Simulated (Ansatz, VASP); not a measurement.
# One calculation of NiO2, two programs

```
Ni O
1.0
     2.76278    0.00000    0.00000
    -1.38139    2.39264    0.00000
     0.00000    0.00000    4.20614
Ni O
1 2
Direct
  0.00000 0.00000 0.50000
  0.66667 0.33333 0.75429
  0.33333 0.66667 0.24571
```

Alike in both runs: task single point; functional LDA; k mesh 12 × 12 × 6; occupations gaussian, width 0.05 eV; no spin polarisation.

|  | VASP | Ansatz |
| --- | --- | --- |
| version | VASP 6.6.1 | Ansatz 0.2.0 |
| potentials or method | VASP PAW LDA potentials, release 64 (Ni, O), cutoff 520 eV | scalar-relativistic, plane waves, PAW |
| valence electrons in the cell | 22 | 30 |

```csv
,VASP,Ansatz,Ansatz less VASP
gap on the k mesh at the Fermi level (eV),0.41,0.45,+0.036
least direct gap on the mesh (eV),0.48,0.51,+0.031
pressure (GPa),-19.4,-20.2,-0.71
"traceless stress, the component that is largest in VASP (GPa)",-9.37,-9.24,+0.129
rms of the force components (eV/Å),1.170,1.219,+0.0492
```

LDA's correlation is that of Perdew and Zunger in VASP and of Perdew and Wang (1992) in Ansatz. Atom by atom the forces differ by 0.049 eV/Å (rms over components). VASP's potentials hold 22 valence electrons a cell and Ansatz's 30, so a difference there can come from the potentials and not from the codes.
